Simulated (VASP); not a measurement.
Set up this calculation in VASP 6.6.1, as the native input.

| Quantity | Value |
| --- | --- |
| Task | single point |
| Functional | PBE |
| Potentials or basis | VASP PAW PBE potentials, release 64 (Ti_sv) |
| Cutoff | 400 eV |
| k mesh | 1 × 1 × 1, shifted |
| Occupations | fermi-dirac, width 0.181 eV |
| Spin | no spin polarisation |
| Dipole correction | no |
| Mended | yes |
| Further INCAR settings | LREAL = Auto; ALGO = Normal; EDIFF = 1e-06; NBANDS = 149; ISYM = -1 |

The structure of Ti lies in POSCAR:

```
Ti
1.0
    7.4036360000      0.0242520000     -0.1156530000
    0.0242520000      7.2584860000     -0.3764210000
   -0.1156530000     -0.3764210000      7.4221130000
Ti
22
Direct
    0.5975700030      0.0536364577      0.1510084329
    0.6343711449      0.8325592610      0.5774452256
    0.3097502786      0.4747294307      0.8656450900
    0.6077398999      0.3013277792      0.9613049608
    0.8831299026      0.8272981342      0.3716200513
    0.0627094435      0.9299453092      0.6475139194
    0.1581866740      0.5646738203      0.2032547669
    1.0006941710      0.5273168087      0.4709075978
    0.1205217386      0.8219523078      0.9803815720
    0.4931989728      0.7539156869      0.8700909886
    0.3411199683      0.6566759903      0.4806860500
    0.7842793348      0.5386149132      0.7557711964
    0.4166111499      0.1100778143      0.6413747581
    0.8595682922      0.1799094327      0.5482859585
    0.2126361866      0.1851812660      0.4130627128
    0.0361563496      0.3459085919      0.8430946616
    0.6051241026      0.5749591940      0.1897097407
    0.2620454732      0.1832521868      0.0147296756
    0.8129542613     -0.0089136741      0.8790715400
    0.5709213584      0.3626654889      0.4326760686
    0.8700855955      0.2127485614      0.1995764596
    0.3490132473      0.8672168504      0.2274889998
```

The input as run:

INCAR

```
SYSTEM = Ti
ALGO = Normal
EDIFF = 1E-6
ENCUT = 400
GGA = PE
GGA_COMPAT = .False.
ISIF = 2
ISMEAR = -1
ISYM = -1
LASPH = .True.
LCHARG = .False.
LREAL = Auto
LWAVE = .False.
NBANDS = 149
NELM = 120
PREC = Accurate
SIGMA = 0.181
```

KPOINTS

```
explicit points
1
Reciprocal
  0.25000000   0.25000000   0.25000000 1
```

Potentials or basis: VASP PAW PBE potentials, release 64 (Ti_sv).

Command:

```console
$ cat potpaw_PBE.64/Ti_sv/POTCAR > POTCAR
$ mpirun -np 1 vasp_std > vasp.out
```

Results of the run:

```yaml
Pressure: 3.0 GPa
Largest_force: 3.533 eV/Å
```

Caveat: the atoms stand as in a frame of molecular dynamics.

Run time: 2.3 min on 1 thread of AMD EPYC 9R45 (Zen 5) (shared host), peak memory 0.3 GiB.
